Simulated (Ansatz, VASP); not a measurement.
## PbI2 in VASP and in Ansatz

```
Pb I
1.0
     4.29534    0.00000    0.00000
    -2.14767    3.71987    0.00000
     0.00000    0.00000    6.69518
Pb I
1 2
Direct
  0.00000 0.00000 0.00000
  0.66667 0.33333 0.70818
  0.33333 0.66667 0.29182
```

Change from the starting cell: volume scaled by 0.8, PAW files.

Alike in both runs: task electric field gradients; functional PBE; k mesh 7 × 7 × 4; occupations fermi-dirac, width 0.03 eV; no spin polarisation.

|  | VASP | Ansatz |
| --- | --- | --- |
| version | VASP 6.6.1 | Ansatz 0.2.0 |
| potentials or method | VASP PAW PBE potentials, release 64 (Pb_d, I) | PAW with Ansatz's default frozen-core files, scalar-relativistic |
| plane-wave cutoff (eV) | 400 | 420 |
| valence electrons in the cell | 28 | 48 |

VASP gave:

```
gap on the k mesh at the Fermi level (eV)            : 1.90
pressure (GPa)                                       : 5.5
size of Vzz on the site where it differs most (V/Å²) : 79.1
```

What did Ansatz give for the same quantities?

gap on the k mesh at the Fermi level (eV): 1.90; pressure (GPa): 5.5; size of Vzz on the site where it differs most (V/Å²): 81.2.

VASP's potentials hold 28 valence electrons a cell and Ansatz's 48, so a difference there can come from the potentials and not from the codes.

Spin-orbit coupling is off throughout.
